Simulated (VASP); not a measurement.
Input of a VASP 6.6.1 run:

The input INCAR:

```
SYSTEM = EuHg2
PREC = Accurate
ENCUT = 520
EDIFF = 1E-7
ISMEAR = -1
SIGMA = 0.05
LREAL = .False.
LASPH = .True.
NELM = 150
ALGO = Normal
ISIF = 2
LWAVE = .False.
LCHARG = .False.
ISPIN = 2
MAGMOM = 7 0 0
LORBIT = 11
LMAXMIX = 6
GGA = CA
NBANDS = 32
```

File KPOINTS:

```
Automatic mesh
0
Gamma
  6 6 7
  0 0 0
```

The input POSCAR:

```
EuHg2
1.0
    4.6137393006      0.0000000000      0.0000000000
   -2.3068696503      3.9956154408      0.0000000000
    0.0000000000      0.0000000000      3.4394173257
Eu Hg
1 2
Direct
    0.0000000000      0.0000000000      0.0000000000
    0.3333333333      0.6666666667      0.5000000000
    0.6666666667      0.3333333333      0.5000000000
```

Potentials or basis: VASP PAW PBE potentials, release 64 (Eu, Hg).

Run with:

```bash
$ cat potpaw_PBE.64/Eu/POTCAR potpaw_PBE.64/Hg/POTCAR > POTCAR
$ mpirun -np 1 vasp_std > vasp.out
```

Problem. Predict the site moments.

Solution. Eu +6.49; Hg -0.01 μB.

Problem. Predict the net moment.

Solution. 6.75 μB per cell.

Stress tensor (GPa, compression positive):
```
17.97  0.00  0.00
 0.00 17.97  0.00
 0.00  0.00  6.74
```

Caveat: the stress differs along the axes, from 7 to 18 GPa; the PAW data sets were made with another functional, which shifts forces and pressure a little. The state reached can hang on the start; a lower one may exist.
